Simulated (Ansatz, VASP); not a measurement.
**Sb2W: VASP beside Ansatz**

Contents of INCAR:

```
SYSTEM = Sb2W
ALGO     = Normal         ! electronic algorithm
EDIFF    = 1E-7           ! SCF threshold, eV
ENCUT    = 520            ! plane-wave cutoff, eV
GGA      = CA             ! functional
ISIF     = 2              ! what is computed and relaxed
ISMEAR   = 0              ! smearing method
LASPH    = .True.         ! aspherical terms in the spheres
LCHARG   = .True.         ! write CHGCAR
LELF     = .True.         ! ELF
LREAL    = .False.        ! projectors in reciprocal space
LVHAR    = .True.       
LWAVE    = .False.        ! write WAVECAR
NBANDS   = 19             ! bands
NELM     = 100            ! most SCF steps
PREC     = Accurate       ! precision mode
SIGMA    = 0.05           ! smearing width, eV
```

Contents of KPOINTS:

```
k-points
0
Gamma
  12 12 6
  0 0 0
```

The input POSCAR:

```
Sb2W
1.0
    3.4649380352      0.0000000000      0.0000000000
   -1.7324690176      3.0007243611      0.0000000000
    0.0000000000      0.0000000000      6.7174239015
W Sb
1 2
Direct
    0.0000000000      0.0000000000      0.0000000000
    0.3333333333      0.6666666667      0.2847523219
    0.6666666667      0.3333333333      0.7152476781
```

Input for Ansatz:

```yaml
crystal:
  lattice:
    - [3.4649380352, 0.0, 0.0]
    - [-1.7324690176, 3.0007243611, 0.0]
    - [0.0, 0.0, 6.7174239015]
  atoms:
    - { symbol: W, position: [0.0, 0.0, 0.0] }
    - { symbol: Sb, position: [0.3333333333, 0.6666666667, 0.2847523219] }
    - { symbol: Sb, position: [0.6666666667, 0.3333333333, 0.7152476781] }
basis:
  ecutwfc: 420
  ecutrho_ratio: 4
kpoints:
  mp_grid: { grid: [12, 12, 6] }
hamiltonian:
  xc: lda
scf:
  occupations: { method: gaussian, width: 0.05 }
output:
  forces: true
  stress: true
  eigenvalues: true
  populations: true
```

Alike in both runs: task single point; functional LDA; k mesh 12 × 12 × 6; occupations gaussian, width 0.05 eV; no spin polarisation.

|  | VASP | Ansatz |
| --- | --- | --- |
| version | VASP 6.6.1 | Ansatz 0.2.0 |
| potentials or method | VASP PAW LDA potentials, release 64 (W_sv, Sb), cutoff 520 eV | scalar-relativistic, plane waves, PAW |
| valence electrons in the cell | 24 | 44 |

```tsv
	VASP	Ansatz	Ansatz less VASP
gap on the k mesh at the Fermi level (eV)	none	none	-
pressure (GPa)	-6.2	-6.5	-0.32
traceless stress, the component that is largest in VASP (GPa)	-0.91	-0.87	+0.039
rms of the force components (eV/Å)	0.182	0.209	+0.0264
```

LDA's correlation is that of Perdew and Zunger in VASP and of Perdew and Wang (1992) in Ansatz. Atom by atom the forces differ by 0.026 eV/Å (rms over components). A gap of «none» marks a metal or a gap that the smearing closes. VASP's potentials hold 24 valence electrons a cell and Ansatz's 44, so a difference there can come from the potentials and not from the codes.

Neither program's run includes spin-orbit coupling.
